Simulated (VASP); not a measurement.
# CaO (Fm-3m) in VASP: a series of runs

The runs below take CaO through electric field gradients, with PBE.

Program: VASP 6.6.1. These are calculated values, not measurements. Logs are shortened: lines on timing, memory, paths and dates and some standing lists are left out, and cuts for length are marked.

**1. The cell of the first run**

It takes space group Fm-3m (No. 225, cubic). The conventional cell has a = 4.815 Å, b = 4.815 Å, c = 4.815 Å, α = 90.00°, β = 90.00°, γ = 90.00°. Ca (site symmetry m-3m) has 6 O at 2.41 Å within 3.2 Å. Within 3.2 Å of O (site symmetry m-3m) lie 6 Ca at 2.41 Å.

**2. Electric field gradients, PBE (volume scaled by 0.95)**

INCAR reads:

```
SYSTEM = CaO
  PREC = Accurate
  ENCUT = 520
  EDIFF = 1E-8
  ISMEAR = -1
  SIGMA = 0.03
  LREAL = .False.
  LASPH = .True.
  NELM = 80
  ALGO = Normal
  ISIF = 2
  LWAVE = .False.
  LCHARG = .False.
  GGA = PE
  LEFG = .True.
  NBANDS = 15
```

KPOINTS reads:

```
Automatic mesh
0
Gamma
  9 9 9
  0 0 0
```

POSCAR reads:

```
CaO
1.0
    0.0000000000      2.4074835050      2.4074835050
    2.4074835050      0.0000000000      2.4074835050
    2.4074835050      2.4074835050      0.0000000000
Ca O
1 1
Direct
    0.0000000000      0.0000000000      0.0000000000
    0.5000000000      0.5000000000      0.5000000000
```

Potentials or basis: VASP PAW PBE potentials, release 64 (Ca_sv, O).

On the command line:

```bash
> cat potpaw_PBE.64/Ca_sv/POTCAR potpaw_PBE.64/O/POTCAR > POTCAR
> mpirun -np 1 vasp_std > vasp.out
```

OUTCAR:

```text
SYSTEM = CaO
   PREC = Accurate
   ENCUT = 520
   EDIFF = 1E-8
   ISMEAR = -1
   LREAL = .False.
   LASPH = .True.
   NELM = 80
   ISIF = 2
   GGA = PE

 ion  position               nearest neighbor table
   1  0.000  0.000  0.000-   2 2.41   2 2.41   2 2.41   2 2.41   2 2.41   2 2.41
   2  0.500  0.500  0.500-   1 2.41   1 2.41   1 2.41   1 2.41   1 2.41   1 2.41

  LATTYP: Found a face centered cubic cell.
 ALAT       =     4.8149670100

  Lattice vectors:

 A1 = (   0.0000000000,   2.4074835050,   2.4074835050)
 A2 = (   2.4074835050,   0.0000000000,   2.4074835050)
 A3 = (   2.4074835050,   2.4074835050,   0.0000000000)

Analysis of symmetry for initial positions (statically):
=====================================================================
 Subroutine PRICEL returns:
 Original cell was already a primitive cell.

 Routine SETGRP: Setting up the symmetry group for a
 face centered cubic supercell.

 Subroutine GETGRP returns: Found 48 space group operations
 (whereof 48 operations were pure point group operations)
 out of a pool of 48 trial point group operations.

The static configuration has the point symmetry O_h .

Analysis of symmetry for dynamics (positions and initial velocities):
=====================================================================
 Subroutine PRICEL returns:
 Original cell was already a primitive cell.

 Routine SETGRP: Setting up the symmetry group for a
 face centered cubic supercell.

 Subroutine GETGRP returns: Found 48 space group operations
 (whereof 48 operations were pure point group operations)
 out of a pool of 48 trial point group operations.

The dynamic configuration has the point symmetry O_h .

 Subroutine INISYM returns: Found 48 space group operations
 (whereof 48 operations are pure point group operations),
 and found     1 'primitive' translations

----------------------------------------------------------------------------------------

                                     Primitive cell

  volume of cell :      27.9074

  direct lattice vectors                    reciprocal lattice vectors
     0.000000000  2.407483505  2.407483505    -0.207685743  0.207685743  0.207685743
     2.407483505  0.000000000  2.407483505     0.207685743 -0.207685743  0.207685743
     2.407483505  2.407483505  0.000000000     0.207685743  0.207685743 -0.207685743

  length of vectors
     3.404695824  3.404695824  3.404695824     0.359722259  0.359722259  0.359722259

  position of ions in fractional coordinates (direct lattice)
     0.000000000  0.000000000  0.000000000
     0.500000000  0.500000000  0.500000000

  ion indices of the primitive-cell ions
   primitive index   ion index
                 1           1
                 2           2

----------------------------------------------------------------------------------------

 KPOINTS: Automatic mesh

Automatic generation of k-mesh.
 Grid dimensions read from file:
 generate k-points for:    9    9    9

 Generating k-lattice:

  Cartesian coordinates                     Fractional coordinates (reciprocal lattice)
    -0.023076194  0.023076194  0.023076194     0.111111111  0.000000000  0.000000000
     0.023076194 -0.023076194  0.023076194     0.000000000  0.111111111  0.000000000
     0.023076194  0.023076194 -0.023076194     0.000000000  0.000000000  0.111111111

  Length of vectors
     0.039969140  0.039969140  0.039969140

  Shift w.r.t. Gamma in fractional coordinates (k-lattice)
     0.000000000  0.000000000  0.000000000

 Subroutine IBZKPT returns following result:
 ===========================================

 Found     35 irreducible k-points:

 Following reciprocal coordinates:
            Coordinates               Weight
  0.000000  0.000000  0.000000      1.000000
  0.111111  0.000000  0.000000      8.000000
  0.222222  0.000000  0.000000      8.000000
  0.333333  0.000000  0.000000      8.000000
  0.444444  0.000000  0.000000      8.000000
  0.111111  0.111111  0.000000      6.000000
[... 16 lines left out ...]
 -0.333333  0.333333  0.000000     12.000000
  0.444444  0.444444  0.000000      6.000000
 [... further k-points ...]
   k-points           NKPTS =     35   k-points in BZ     NKDIM =     35   number of bands    NBANDS=     15
   number of dos      NEDOS =    301   number of ions     NIONS =      2
   total plane-waves  NPLWV =  21952
   dimension x,y,z NGX =    28 NGY =   28 NGZ =   28
   dimension x,y,z NGXF=    56 NGYF=   56 NGZF=   56
   ions per type =               1   1
   NGX,Y,Z   is equivalent  to a cutoff of  13.67, 13.67, 13.67 a.u.
   NGXF,Y,Z  is equivalent  to a cutoff of  27.34, 27.34, 27.34 a.u.
 SYSTEM =  CaO
   PREC   = accura    normal or accurate (medium, high low for compatibility)
   ISTART =      0    job   : 0-new  1-cont  2-samecut
   ICHARG =      2    charge: 1-file 2-atom 10-const
   ISPIN  =      1    spin polarized calculation?
   LNONCOLLINEAR =      F non collinear calculations
   LSORBIT =      F    spin-orbit coupling
   LASPH  =      T    aspherical Exc in radial PAW
   ENCUT  =  520.0 eV  38.22 Ry    6.18 a.u.   6.33  6.33  6.33*2*pi/ulx,y,z
   NELM   =     80;   NELMIN=  2; NELMDL= -5     # of ELM steps
   EDIFF  = 0.1E-07   stopping-criterion for ELM
   LREAL  =      F    real-space projection
   EDIFFG = 0.1E-06   stopping-criterion for IOM
   NSW    =      0    number of steps for IOM
   IBRION =     -1    ionic relax: 0-MD 1-quasi-New 2-CG
   NFREE  =      0    steps in history (QN), initial steepest desc. (CG)
   ISIF   =      2    stress and relaxation
   ISYM   =      2    0-nonsym 1-usesym 2-fastsym
   POTIM  = 0.5000    time-step for ionic-motion
   TEBEG  =    0.0;   TEEND  =   0.0 temperature during run
   PSTRESS=    0.0 pullay stress
   NELECT =      16.0000    total number of electrons
   NUPDOWN=      -1.0000    fix difference up-down
   EMIN   =  10.00;   EMAX   =-10.00  energy-range for DOS
   EFERMI =   0.00;   METHOD = LEGACY
   ISMEAR =    -1;   SIGMA  =   0.03  broadening in eV -4-tet -1-fermi 0-gaus
   EFERMI_NEDOS =   21; number of points for ismear=-14 and -15
   IALGO  =     38    algorithm
   IMIX   =      4    mixing-type and parameters
     AMIX     =   0.40;   BMIX     =  1.00
     AMIX_MAG =   1.60;   BMIX_MAG =  1.00
  volume/ion in A,a.u.               =      13.95        94.16
  Fermi-wavevector in a.u.,A,eV,Ry     =   1.360008  2.570043 25.165637  1.849622
  Thomas-Fermi vector in A             =   2.486707
   LORBIT       =      0    0 simple, 1 ext, 2 COOP (PROOUT), +10 PAW based schemes
   GGA     = PE    functional components
   LHFCALC =     F    Hartree Fock is set to
   AEXX    =    0.0000 exact exchange contribution
   IVDW    =     0    specifies the selected vdW correction
   LEPSILON=     F    determine dielectric tensor
   LRPA    =     F    only Hartree local field effects (RPA)
 non-spin polarized calculation
  energy-cutoff  :      520.00
  volume of cell :       27.91
 maximum number of plane-waves:       766
 NGX is ok and might be reduce to    28
   NGX = 13   NGY = 13   NGZ = 13

 number of electron      15.9999998 magnetization

 Free energy of the ion-electron system (eV)
  ---------------------------------------------------
  ext. energy  EPLUGINS =         0.00000000
  ---------------------------------------------------
  free energy    TOTEN  =       -12.80315270 eV

  energy without entropy =      -12.80315270  energy(sigma->0) =      -12.80315270

 E-fermi :   3.0300     XC(G=0): -10.4495

 val. band max:        2.3192067283   @ k =   0.0000   0.0000   0.0000
 cond. band min:       6.0130782001   @ k =   0.4444   0.4444   0.0000
 fundamental gap:      3.6938714718
 Fermi energy:         3.0299549552

 k-point     1 :       0.0000    0.0000    0.0000
  band No.  band energies     occupation
      1     -35.3389      2.00000
      2     -16.1067      2.00000
      3     -16.1067      2.00000
      4     -16.1067      2.00000
      5     -13.2028      2.00000
      6       2.3192      2.00000
      7       2.3192      2.00000
      8       2.3192      2.00000
      9       6.9893      0.00000
     10       8.5320      0.00000
     11       8.5320      0.00000
     12       8.5320      0.00000
     13      10.0264      0.00000
     14      10.0264      0.00000
[... 401 lines left out ...]
      2     -16.7026      2.00000
      3     -16.3236      2.00000
      4     -16.3236      2.00000
      5     -12.9262      2.00000
      6       0.9470      2.00000
      7       1.9437      2.00000
      8       1.9437      2.00000
      9       6.0131      0.00000
     10      10.2582      0.00000
     11      11.1425      0.00000
     12      11.7463      0.00000
     13      11.7463      0.00000
     14      13.3507      0.00000
     15      16.0972      0.00000

 [... further k-points ...]

------------------------ aborting loop because EDIFF is reached ----------------------------------------

  FORCE on cell =-STRESS in cart. coord.  units (eV):
  Direction    XX          YY          ZZ          XY          YZ          ZX
  --------------------------------------------------------------------------------------
  -------------------------------------------------------------------------------------
  Total        0.2863490      0.2863490      0.2863490      0.0000000      0.0000000      0.0000000
  in kB       16.4394138     16.4394138     16.4394138      0.0000000      0.0000000      0.0000000
  external PRESSURE =      16.4394138 kB  Pullay stress =       0.0000000 kB

 VOLUME and BASIS-vectors are now :
 -----------------------------------------------------------------------------
  energy-cutoff  :      520.00
  volume of cell :       27.91
      direct lattice vectors                 reciprocal lattice vectors
     0.000000000  2.407483505  2.407483505    -0.207685743  0.207685743  0.207685743
     2.407483505  0.000000000  2.407483505     0.207685743 -0.207685743  0.207685743
     2.407483505  2.407483505  0.000000000     0.207685743  0.207685743 -0.207685743

 POSITION                                       TOTAL-FORCE (eV/Angst)
 -----------------------------------------------------------------------------------
      0.00000      0.00000      0.00000        -0.000000      0.000000     -0.000000
      2.40748      2.40748      2.40748         0.000000      0.000000      0.000000
 -----------------------------------------------------------------------------------
    total drift:                                0.000000      0.000000      0.000000

  FREE ENERGIE OF THE ION-ELECTRON SYSTEM (eV)
  ---------------------------------------------------
  free  energy   TOTEN  =       -12.8031526964 eV

  energy  without entropy=      -12.8031526964  energy(sigma->0) =      -12.80315270

 Electric field gradients (V/A^2)
---------------------------------------------------------------------
 ion       V_xx      V_yy      V_zz      V_xy      V_xz      V_yz
---------------------------------------------------------------------
   1      -0.000     0.000     0.000     0.000     0.000     0.000
   2      -0.000     0.000    -0.000    -0.001    -0.001    -0.001
---------------------------------------------------------------------

 Electric field gradients after diagonalization (V/A^2)
 (convention: |V_zz| > |V_xx| > |V_yy|)
----------------------------------------------------------------------
 ion       V_xx      V_yy      V_zz     asymmetry (V_yy - V_xx)/ V_zz
----------------------------------------------------------------------
   1      -0.000    -0.000     0.001       0.000
   2       0.001     0.001    -0.002       0.000
----------------------------------------------------------------------

           NMR quadrupolar parameters

 Cq : quadrupolar parameter    Cq=e*Q*V_zz/h
 eta: asymmetry parameters     (V_yy - V_xx)/ V_zz
 Q  : nuclear electric quadrupole moment in mb (millibarn)
----------------------------------------------------------------------
 ion       Cq(MHz)       eta       Q (mb)
----------------------------------------------------------------------
   1       0.000       0.000       1.000
   2      -0.000       0.000       1.000
----------------------------------------------------------------------
```

It took 14 s on 1 thread of Intel Xeon Platinum 8488C (Sapphire Rapids), shared host; peak memory 0.16 GiB.

What came out:

- Free energy: -12.8032 eV
- Pressure: 1.6 GPa
- Band gap on the k mesh: 3.69 eV, indirect (least direct gap 4.07 eV)

Caveat: the cell differs from its parent crystal (volume scaled by 0.95); without QUAD_EFG the Cq values of the log hold for a quadrupole moment of 1 mb, not for the nuclei.

**3. Electric field gradients, PBE**

This run uses another cell than the first one, of 14.69 Å³/atom, 1.053 times its volume.

INCAR reads:

```
SYSTEM = CaO
PREC = Accurate
ENCUT = 520
EDIFF = 1E-8
ISMEAR = -1
SIGMA = 0.03
LREAL = .FALSE.
LASPH = .TRUE.
NELM = 60
ALGO = Normal
ISIF = 2
LWAVE = .FALSE.
LCHARG = .FALSE.
GGA = PE
LEFG = .TRUE.
NBANDS = 15
```

KPOINTS reads:

```
regular mesh
0
G
  9 9 9
  0 0 0
```

POSCAR reads:

```
CaO
1.0
    0.0000000000      2.4490000000      2.4490000000
    2.4490000000      0.0000000000      2.4490000000
    2.4490000000      2.4490000000      0.0000000000
Ca O
1 1
Direct
    0.0000000000      0.0000000000      0.0000000000
    0.5000000000      0.5000000000      0.5000000000
```

Potentials or basis: VASP PAW PBE potentials, release 64 (Ca_sv, O).

On the command line:

```bash
> cat potpaw_PBE.64/Ca_sv/POTCAR potpaw_PBE.64/O/POTCAR > POTCAR
> mpirun -np 1 vasp_std > vasp.out
```

OUTCAR:

```text
SYSTEM = CaO
   PREC = Accurate
   ENCUT = 520
   EDIFF = 1E-8
   ISMEAR = -1
   LREAL = .FALSE.
   LASPH = .TRUE.
   NELM = 60
   ISIF = 2
   GGA = PE

 ion  position               nearest neighbor table
   1  0.000  0.000  0.000-   2 2.45   2 2.45   2 2.45   2 2.45   2 2.45   2 2.45
   2  0.500  0.500  0.500-   1 2.45   1 2.45   1 2.45   1 2.45   1 2.45   1 2.45

  LATTYP: Found a face centered cubic cell.
 ALAT       =     4.8980000000

  Lattice vectors:

 A1 = (   0.0000000000,   2.4490000000,   2.4490000000)
 A2 = (   2.4490000000,   0.0000000000,   2.4490000000)
 A3 = (   2.4490000000,   2.4490000000,   0.0000000000)

Analysis of symmetry for initial positions (statically):
=====================================================================
 Subroutine PRICEL returns:
 Original cell was already a primitive cell.

 Routine SETGRP: Setting up the symmetry group for a
 face centered cubic supercell.

[... 621 lines left out ...]
      direct lattice vectors                 reciprocal lattice vectors
     0.000000000  2.449000000  2.449000000    -0.204164965  0.204164965  0.204164965
     2.449000000  0.000000000  2.449000000     0.204164965 -0.204164965  0.204164965
     2.449000000  2.449000000  0.000000000     0.204164965  0.204164965 -0.204164965

 POSITION                                       TOTAL-FORCE (eV/Angst)
 -----------------------------------------------------------------------------------
      0.00000      0.00000      0.00000         0.000000      0.000000      0.000000
      2.44900      2.44900      2.44900         0.000000     -0.000000     -0.000000
 -----------------------------------------------------------------------------------
    total drift:                                0.000000      0.000000      0.000000

  FREE ENERGIE OF THE ION-ELECTRON SYSTEM (eV)
  ---------------------------------------------------
  free  energy   TOTEN  =       -12.7948781400 eV

  energy  without entropy=      -12.7948781400  energy(sigma->0) =      -12.79487814

 Electric field gradients (V/A^2)
---------------------------------------------------------------------
 ion       V_xx      V_yy      V_zz      V_xy      V_xz      V_yz
---------------------------------------------------------------------
   1       0.000     0.000    -0.000    -0.000    -0.000    -0.000
   2      -0.000    -0.000    -0.000    -0.002    -0.002    -0.002
---------------------------------------------------------------------

 Electric field gradients after diagonalization (V/A^2)
 (convention: |V_zz| > |V_xx| > |V_yy|)
----------------------------------------------------------------------
 ion       V_xx      V_yy      V_zz     asymmetry (V_yy - V_xx)/ V_zz
----------------------------------------------------------------------
   1       0.000     0.000    -0.000       0.000
   2       0.002     0.002    -0.004       0.000
----------------------------------------------------------------------

           NMR quadrupolar parameters

 Cq : quadrupolar parameter    Cq=e*Q*V_zz/h
 eta: asymmetry parameters     (V_yy - V_xx)/ V_zz
 Q  : nuclear electric quadrupole moment in mb (millibarn)
----------------------------------------------------------------------
 ion       Cq(MHz)       eta       Q (mb)
----------------------------------------------------------------------
   1      -0.000       0.000       1.000
   2      -0.000       0.000       1.000
----------------------------------------------------------------------
```

stdout:

```text
POSCAR found type information on POSCAR CaO
 POSCAR found :  2 types and       2 ions
 scaLAPACK will be used
 LDA part: xc-table for (Slater+PW92), standard interpolation
 POSCAR, INCAR and KPOINTS ok, starting setup
 FFT: planning ... GRIDC
 FFT: planning ... GRID_SOFT
 FFT: planning ... GRID
 WAVECAR not read
 entering main loop
ion   1

ion   2
```

It took 13 s on 1 thread of Intel Xeon Platinum 8488C (Sapphire Rapids), shared host; peak memory 0.16 GiB.

Results:

```
Free energy            : -12.7949 eV
Pressure               : -3.5 GPa
Band gap on the k mesh : 3.70 eV, indirect (least direct gap 4.08 eV)
```

Levels at points of the mesh, in eV from the valence-band top:
```tsv
k point	band 6	band 7	band 8	band 9	band 10	band 11
(0.00, 0.00, 0.00)	0.00	0.00	0.00	4.27	6.08	6.08
```

Caveat: without QUAD_EFG the Cq values of the log hold for a quadrupole moment of 1 mb, not for the nuclei.
